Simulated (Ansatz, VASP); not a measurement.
Mo in VASP and in Ansatz

INCAR

```
SYSTEM = Mo
PREC     = Accurate       ! precision mode
ENCUT    = 520            ! plane-wave cutoff, eV
EDIFF    = 1E-6           ! SCF threshold, eV
ISMEAR   = -1             ! smearing method
SIGMA    = 0.05           ! smearing width, eV
LREAL    = .FALSE.        ! projectors in reciprocal space
LASPH    = .TRUE.         ! aspherical terms in the spheres
NELM     = 80             ! most SCF steps
ALGO     = Normal         ! electronic algorithm
ISIF     = 2              ! what is computed and relaxed
LWAVE    = .FALSE.        ! write WAVECAR
LCHARG   = .TRUE.         ! write CHGCAR
LELF     = .TRUE.         ! ELF
LVHAR    = .TRUE.       
NBANDS   = 13             ! bands
```

Contents of KPOINTS:

```
regular mesh
0
G
  17 17 17
  0 0 0
```

POSCAR

```
Mo
1.0
    2.4481722502      0.0000000000      0.0000000000
    0.0000000000      2.4481722502      0.0000000000
    0.0000000000      0.0000000000      2.4481722502
Mo
1
Direct
    0.0000000000      0.0000000000      0.0000000000
```

Input for Ansatz:

```yaml
crystal:
  lattice:
    - [2.4481722502, 0.0, 0.0]
    - [0.0, 2.4481722502, 0.0]
    - [0.0, 0.0, 2.4481722502]
  atoms:
    - { symbol: Mo, position: [0.0, 0.0, 0.0] }
kpoints:
  mp_grid: { grid: [17, 17, 17] }
scf:
  occupations: { method: fermi_dirac, width: 0.05 }
hamiltonian:
  xc: lda
  pseudopotentials: { kind: all_electron, lapw: { basis_error: 0.001 } }
output:
  forces: true
  stress: true
  eigenvalues: true
  populations: true
```

Change from the starting cell: volume scaled by 0.88, LAPW.

Alike in both runs: task single point; functional LDA; k mesh 17 × 17 × 17; occupations fermi-dirac, width 0.05 eV; no spin polarisation.

|  | VASP | Ansatz |
| --- | --- | --- |
| version | VASP 6.6.1 | Ansatz 0.2.0 |
| potentials or method | VASP PAW LDA potentials, release 64 (Mo_sv), cutoff 520 eV | all-electron LAPW, scalar-relativistic |

```csv
,VASP,Ansatz,Ansatz less VASP
pressure (GPa),38.9,37.2,-1.61
```

LDA's correlation is that of Perdew and Zunger in VASP and of Perdew and Wang (1992) in Ansatz. Both programs put the cell under a high pressure, so it lies far from rest at this level. Ansatz ran all-electron here, and VASP with PAW potentials.
